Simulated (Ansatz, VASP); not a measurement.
**Two plane-wave programs on Mg3Te2O**

The input INCAR:

```
SYSTEM = Mg3Te2O
ALGO     = Normal         ! electronic algorithm
EDIFF    = 1E-6           ! SCF threshold, eV
EDIFFG   = -0.01          ! ionic threshold
ENCUT    = 600            ! plane-wave cutoff, eV
GGA      = PE             ! functional
IBRION   = 2              ! ionic algorithm
ISIF     = 3              ! what is computed and relaxed
ISMEAR   = 0              ! smearing method
LASPH    = .True.         ! aspherical terms in the spheres
LCHARG   = .False.        ! write CHGCAR
LREAL    = .False.        ! projectors in reciprocal space
LWAVE    = .False.        ! write WAVECAR
NELM     = 60             ! most SCF steps
NSW      = 100            ! ionic steps
PREC     = Accurate       ! precision mode
SIGMA    = 0.1            ! smearing width, eV
```

KPOINTS

```
k-points
0
Gamma
  12 12 8
  0 0 0
```

File POSCAR:

```
Mg3Te2O
1.0
    5.5977924724      0.0000000000      0.0000000000
   -2.7988962362      4.8478304862      0.0000000000
    0.0000000000      0.0000000000      5.3465369377
Mg Te O
3 2 1
Direct
    0.5000000000      0.0000000000      0.0000000000
    0.0000000000      0.5000000000      0.0000000000
    0.5000000000      0.5000000000      0.0000000000
    0.3333333333      0.6666666667      0.5000000000
    0.6666666667      0.3333333333      0.5000000000
    0.0000000000      0.0000000000      0.0000000000
```

Input for Ansatz:

```yaml
crystal:
  lattice:
    - [5.5977924724, 0.0, 0.0]
    - [-2.7988962362, 4.8478304862, 0.0]
    - [0.0, 0.0, 5.3465369377]
  atoms:
    - { symbol: Mg, position: [0.5, 0.0, 0.0] }
    - { symbol: Mg, position: [0.0, 0.5, 0.0] }
    - { symbol: Mg, position: [0.5, 0.5, 0.0] }
    - { symbol: Te, position: [0.3333333333, 0.6666666667, 0.5] }
    - { symbol: Te, position: [0.6666666667, 0.3333333333, 0.5] }
    - { symbol: O, position: [0.0, 0.0, 0.0] }
basis:
  ecutwfc: 420
kpoints:
  mp_grid: { grid: [12, 12, 8] }
hamiltonian:
  xc: pbe
scf:
  occupations: { method: gaussian, width: 0.1 }
output:
  forces: true
  stress: true
  eigenvalues: true
relax:
  adjacent_minimum: "off"
  f_tol: 0.01
  max_steps: 80
  cell: { stress_tol: 0.05 }
```

Alike in both runs: task relaxation of cell and atoms; functional PBE; k mesh 12 × 12 × 8; occupations gaussian, width 0.1 eV; no spin polarisation.

|  | VASP | Ansatz |
| --- | --- | --- |
| version | VASP 6.6.1 | Ansatz 0.2.0 |
| potentials or method | VASP PAW PBE potentials, release 64 (Mg, Te, O), cutoff 600 eV | scalar-relativistic, plane waves, PAW |
| valence electrons in the cell | 24 | 68 |

|  | VASP | Ansatz | Ansatz less VASP |
| --- | --- | --- | --- |
| gap on the k mesh at the Fermi level, each at its own relaxed structure (eV) | none | none | - |
| relaxed volume (Å³/atom) | 24.10 | 24.17 | +0.068 |
| relaxed cell length with the largest relative difference (Å) | 5.581 | 5.586 | +0.0053 |

A gap of «none» marks a metal or a gap that the smearing closes. VASP's potentials hold 24 valence electrons a cell and Ansatz's 68, so a difference there can come from the potentials and not from the codes.

Neither program's run includes spin-orbit coupling.
